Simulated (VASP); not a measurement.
# HfGe3 (Pmm2) in VASP: single point with PBE

Aim: the single point of HfGe3 with PBE.

Program: VASP 6.6.1. These are calculated values, not measurements. Logs are shortened: lines on timing, memory, paths and dates and some standing lists are left out, and cuts for length are marked.

## Step 1: The cell of the first run

The structure is orthorhombic, space group Pmm2 (No. 25). The conventional cell has a = 4.189 Å, b = 4.189 Å, c = 4.189 Å, α = 90.00°, β = 90.00°, γ = 90.00°. Within 3.7 Å of Hf (site symmetry mm2) lie 12 Ge at 2.82 to 3.11 Å. Within 3.7 Å of Ge (site symmetry mm2) lie 8 Ge at 2.82 to 3.11 Å and 4 Hf at 2.96 Å. Ge (site symmetry mm2) has 4 Hf at 2.96 Å and 8 Ge at 2.96 to 2.97 Å within 3.9 Å. Ge (site symmetry mm2) has 4 Hf at 2.82 to 3.11 Å and 8 Ge at 2.82 to 3.11 Å within 3.7 Å.

## Step 2: Single point, PBE (atom 4 (Ge) moved 0.2 Å along x)

Contents of INCAR:

```
PREC     = Accurate       # precision mode
ENCUT    = 520            # plane-wave cutoff, eV
EDIFF    = 1E-6           # SCF threshold, eV
ISMEAR   = 0              # smearing method
SIGMA    = 0.05           # smearing width, eV
LREAL    = False          # projectors in reciprocal space
LASPH    = True           # aspherical terms in the spheres
NELM     = 60             # most SCF steps
ALGO     = Normal         # electronic algorithm
ISIF     = 2              # what is computed and relaxed
LWAVE    = False          # write WAVECAR
LCHARG   = False          # write CHGCAR
GGA      = PE             # functional
NBANDS   = 34             # bands
```

Contents of KPOINTS:

```
Automatic mesh
0
Gamma
  8 8 8
```

Contents of POSCAR:

```
HfGe3
1.0
    4.1893899931      0.0000000000      0.0000000000
    0.0000000000      4.1893899931      0.0000000000
    0.0000000000      0.0000000000      4.1893899931
Hf Ge
1 3
Direct
    0.0000000000      0.0000000000      0.0000000000
    0.0000000000      0.5000000000      0.5000000000
    0.5000000000      0.5000000000      0.0000000000
    0.5477396471      0.0000000000      0.5000000000
```

Potentials or basis: VASP PAW PBE potentials, release 64 (Hf_pv, Ge_d).

On the command line:

```sh
cat potpaw_PBE.64/Hf_pv/POTCAR potpaw_PBE.64/Ge_d/POTCAR > POTCAR
mpirun -np 1 vasp_std > vasp.out
```

OUTCAR:

```text
PREC = Accurate
   ENCUT = 520
   EDIFF = 1E-6
   ISMEAR = 0
   LREAL = False
   LASPH = True
   NELM = 60
   ISIF = 2
   GGA = PE

 ion  position               nearest neighbor table
   1  0.000  0.000  0.000-   4 2.82   4 2.82   2 2.96   2 2.96   3 2.96   2 2.96   3 2.96   2 2.96
                             3 2.96   3 2.96   4 3.11   4 3.11
   2  0.000  0.500  0.500-   4 2.82   4 2.82   1 2.96   1 2.96   1 2.96   1 2.96
   3  0.500  0.500  0.000-   1 2.96   1 2.96   1 2.96   1 2.96
   4  0.548  0.000  0.500-   1 2.82   2 2.82   1 2.82   2 2.82   1 3.11   1 3.11

  LATTYP: Found a simple cubic cell.
 ALAT       =     4.1893899931

  Lattice vectors:

 A1 = (   4.1893899931,   0.0000000000,   0.0000000000)
 A2 = (   0.0000000000,   4.1893899931,   0.0000000000)
 A3 = (   0.0000000000,   0.0000000000,   4.1893899931)

Analysis of symmetry for initial positions (statically):
=====================================================================
 Subroutine PRICEL returns:
 Original cell was already a primitive cell.

 Routine SETGRP: Setting up the symmetry group for a
 simple cubic supercell.

 Subroutine GETGRP returns: Found  4 space group operations
 (whereof  4 operations were pure point group operations)
 out of a pool of 48 trial point group operations.

The static configuration has the point symmetry C_2v.

Analysis of symmetry for dynamics (positions and initial velocities):
=====================================================================
 Subroutine PRICEL returns:
 Original cell was already a primitive cell.

 Routine SETGRP: Setting up the symmetry group for a
 simple cubic supercell.

 Subroutine GETGRP returns: Found  4 space group operations
 (whereof  4 operations were pure point group operations)
 out of a pool of 48 trial point group operations.

The dynamic configuration has the point symmetry C_2v.

 Subroutine INISYM returns: Found  4 space group operations
 (whereof  4 operations are pure point group operations),
 and found     1 'primitive' translations

----------------------------------------------------------------------------------------

                                     Primitive cell

  volume of cell :      73.5279

  direct lattice vectors                    reciprocal lattice vectors
     4.189389993  0.000000000  0.000000000     0.238698236  0.000000000  0.000000000
     0.000000000  4.189389993  0.000000000     0.000000000  0.238698236  0.000000000
     0.000000000  0.000000000  4.189389993     0.000000000  0.000000000  0.238698236

  length of vectors
     4.189389993  4.189389993  4.189389993     0.238698236  0.238698236  0.238698236

  position of ions in fractional coordinates (direct lattice)
     0.000000000  0.000000000  0.000000000
     0.000000000  0.500000000  0.500000000
     0.500000000  0.500000000  0.000000000
     0.547739647  0.000000000  0.500000000

  ion indices of the primitive-cell ions
   primitive index   ion index
                 1           1
                 2           2
                 3           3
                 4           4

----------------------------------------------------------------------------------------

 KPOINTS: Automatic mesh

Automatic generation of k-mesh.
 Grid dimensions read from file:
 generate k-points for:    8    8    8

 Generating k-lattice:

  Cartesian coordinates                     Fractional coordinates (reciprocal lattice)
     0.029837279  0.000000000  0.000000000     0.125000000  0.000000000  0.000000000
     0.000000000  0.029837279  0.000000000     0.000000000  0.125000000  0.000000000
     0.000000000  0.000000000  0.029837279     0.000000000  0.000000000  0.125000000

  Length of vectors
     0.029837279  0.029837279  0.029837279

  Shift w.r.t. Gamma in fractional coordinates (k-lattice)
     0.000000000  0.000000000  0.000000000

 Subroutine IBZKPT returns following result:
 ===========================================

 Found    125 irreducible k-points:

 Following reciprocal coordinates:
            Coordinates               Weight
  0.000000  0.000000  0.000000      1.000000
  0.125000  0.000000  0.000000      2.000000
  0.000000  0.125000  0.000000      2.000000
  0.000000  0.000000  0.125000      2.000000
  0.250000  0.000000  0.000000      2.000000
  0.000000  0.250000  0.000000      2.000000
[... 16 lines left out ...]
  0.375000  0.125000  0.000000      4.000000
  0.000000  0.375000  0.125000      4.000000
 [... further k-points ...]
   k-points           NKPTS =    125   k-points in BZ     NKDIM =    125   number of bands    NBANDS=     34
   number of dos      NEDOS =    301   number of ions     NIONS =      4
   total plane-waves  NPLWV =  32768
   dimension x,y,z NGX =    32 NGY =   32 NGZ =   32
   dimension x,y,z NGXF=    64 NGYF=   64 NGZF=   64
   ions per type =               1   3
   NGX,Y,Z   is equivalent  to a cutoff of  12.70, 12.70, 12.70 a.u.
   NGXF,Y,Z  is equivalent  to a cutoff of  25.40, 25.40, 25.40 a.u.
 SYSTEM =  unknown system
   PREC   = accura    normal or accurate (medium, high low for compatibility)
   ISTART =      0    job   : 0-new  1-cont  2-samecut
   ICHARG =      2    charge: 1-file 2-atom 10-const
   ISPIN  =      1    spin polarized calculation?
   LNONCOLLINEAR =      F non collinear calculations
   LSORBIT =      F    spin-orbit coupling
   LASPH  =      T    aspherical Exc in radial PAW
   ENCUT  =  520.0 eV  38.22 Ry    6.18 a.u.   7.79  7.79  7.79*2*pi/ulx,y,z
   NELM   =     60;   NELMIN=  2; NELMDL= -5     # of ELM steps
   EDIFF  = 0.1E-05   stopping-criterion for ELM
   LREAL  =      F    real-space projection
   EDIFFG = 0.1E-04   stopping-criterion for IOM
   NSW    =      0    number of steps for IOM
   IBRION =     -1    ionic relax: 0-MD 1-quasi-New 2-CG
   NFREE  =      0    steps in history (QN), initial steepest desc. (CG)
   ISIF   =      2    stress and relaxation
   ISYM   =      2    0-nonsym 1-usesym 2-fastsym
   POTIM  = 0.5000    time-step for ionic-motion
   TEBEG  =    0.0;   TEEND  =   0.0 temperature during run
   PSTRESS=    0.0 pullay stress
   NELECT =      52.0000    total number of electrons
   NUPDOWN=      -1.0000    fix difference up-down
   EMIN   =  10.00;   EMAX   =-10.00  energy-range for DOS
   EFERMI =   0.00;   METHOD = LEGACY
   ISMEAR =     0;   SIGMA  =   0.05  broadening in eV -4-tet -1-fermi 0-gaus
   EFERMI_NEDOS =   21; number of points for ismear=-14 and -15
   IALGO  =     38    algorithm
   IMIX   =      4    mixing-type and parameters
     AMIX     =   0.40;   BMIX     =  1.00
     AMIX_MAG =   1.60;   BMIX_MAG =  1.00
  volume/ion in A,a.u.               =      18.38       124.05
  Fermi-wavevector in a.u.,A,eV,Ry     =   1.458563  2.756284 28.945111  2.127406
  Thomas-Fermi vector in A             =   2.575233
   LORBIT       =      0    0 simple, 1 ext, 2 COOP (PROOUT), +10 PAW based schemes
   GGA     = PE    functional components
   LHFCALC =     F    Hartree Fock is set to
   AEXX    =    0.0000 exact exchange contribution
   IVDW    =     0    specifies the selected vdW correction
   LEPSILON=     F    determine dielectric tensor
   LRPA    =     F    only Hartree local field effects (RPA)
 non-spin polarized calculation
 Gauss-broadening in eV      SIGMA  =   0.05
  energy-cutoff  :      520.00
  volume of cell :       73.53
 maximum number of plane-waves:      2000
   NGX = 15   NGY = 15   NGZ = 15

 number of electron      52.0000079 magnetization

 Free energy of the ion-electron system (eV)
  ---------------------------------------------------
  ext. energy  EPLUGINS =         0.00000000
  ---------------------------------------------------
  free energy    TOTEN  =       -23.58759675 eV

  energy without entropy =      -23.58481113  energy(sigma->0) =      -23.58620394

 E-fermi :   7.4375     XC(G=0): -11.6378

 val. band max:        7.4277759409   @ k =   0.3750   0.1250   0.1250
 cond. band min:       7.4512734775   @ k =   0.3750   0.2500   0.2500
 fundamental gap:      0.0234975366
 Fermi energy:         7.4375060350

 k-point     1 :       0.0000    0.0000    0.0000
  band No.  band energies     occupation
      1     -24.3694      2.00000
      2     -24.3671      2.00000
      3     -24.3645      2.00000
      4     -17.5482      2.00000
      5     -17.5392      2.00000
      6     -17.5381      2.00000
[... 26 lines left out ...]
     33       9.6214      0.00000
     34      12.7939      0.00000

 k-point     2 :       0.1250    0.0000    0.0000
  band No.  band energies     occupation
      1     -24.3714      2.00000
      2     -24.3694      2.00000
      3     -24.3645      2.00000
      4     -17.5442      2.00000
      5     -17.5340      2.00000
      6     -17.5324      2.00000
[... 26 lines left out ...]
     33      10.9717      0.00000
     34      12.1093      0.00000

 k-point     3 :       0.0000    0.1250    0.0000
  band No.  band energies     occupation
      1     -24.3739      2.00000
      2     -24.3670      2.00000
      3     -24.3645      2.00000
      4     -17.5453      2.00000
      5     -17.5384      2.00000
      6     -17.5326      2.00000
[... 26 lines left out ...]
     33      10.8908      0.00000
     34      11.9742      0.00000
[... 704 lines left out ...]
 k-point    23 :       0.3750    0.1250    0.0000
  band No.  band energies     occupation
      1     -24.3919      2.00000
      2     -24.3731      2.00000
      3     -24.3643      2.00000
      4     -17.5187      2.00000
      5     -17.5175      2.00000
      6     -17.4984      2.00000
[... 26 lines left out ...]
     33      11.8696      0.00000
     34      13.1723      0.00000

 k-point    24 :       0.0000    0.3750    0.1250
  band No.  band energies     occupation
      1     -24.3945      2.00000
      2     -24.3683      2.00000
      3     -24.3668      2.00000
      4     -17.5311      2.00000
      5     -17.5198      2.00000
      6     -17.4942      2.00000
[... 26 lines left out ...]
     33      11.8854      0.00000
     34      13.0561      0.00000

 [... further k-points ...]

------------------------ aborting loop because EDIFF is reached ----------------------------------------

  FORCE on cell =-STRESS in cart. coord.  units (eV):
  Direction    XX          YY          ZZ          XY          YZ          ZX
  --------------------------------------------------------------------------------------
  -------------------------------------------------------------------------------------
  Total        0.1561202      0.1259003      0.5521033      0.0000000      0.0000000      0.0000000
  in kB        3.4018669      2.7433733     12.0303579      0.0000000      0.0000000      0.0000000
  external PRESSURE =       6.0585327 kB  Pullay stress =       0.0000000 kB

 VOLUME and BASIS-vectors are now :
 -----------------------------------------------------------------------------
  energy-cutoff  :      520.00
  volume of cell :       73.53
      direct lattice vectors                 reciprocal lattice vectors
     4.189389993  0.000000000  0.000000000     0.238698236  0.000000000  0.000000000
     0.000000000  4.189389993  0.000000000     0.000000000  0.238698236  0.000000000
     0.000000000  0.000000000  4.189389993     0.000000000  0.000000000  0.238698236

 POSITION                                       TOTAL-FORCE (eV/Angst)
 -----------------------------------------------------------------------------------
      0.00000      0.00000      0.00000         0.454495      0.000000      0.000000
      0.00000      2.09469      2.09469         0.319548      0.000000      0.000000
      2.09469      2.09469      0.00000         0.026884      0.000000      0.000000
      2.29469      0.00000      2.09469        -0.800927      0.000000      0.000000
 -----------------------------------------------------------------------------------
    total drift:                               -0.000654     -0.000000      0.000005

  FREE ENERGIE OF THE ION-ELECTRON SYSTEM (eV)
  ---------------------------------------------------
  free  energy   TOTEN  =       -23.5875967527 eV

  energy  without entropy=      -23.5848111308  energy(sigma->0) =      -23.58620394
```

Wall time 79 s (1 thread of Intel Xeon 6975P-C (Granite Rapids), shared host); peak memory 0.37 GiB.

What came out:

- Free energy: -23.5876 eV
- Pressure: 0.6 GPa
- Largest force: 0.801 eV/Å
- Band gap on the k mesh: zero (bands 26 and 27 overlap by 1.59 eV)

Forces in eV/Å, atoms in the order of the input:
```
Hf   0.454  0.000  0.000
Ge   0.320  0.000  0.000
Ge   0.027  0.000  0.000
Ge  -0.801  0.000  0.000
```

Caveat: the cell differs from its parent crystal (atom 4 (Ge) moved 0.2 Å along x); spin-orbit coupling is left out, which moves the levels of the heavy elements.
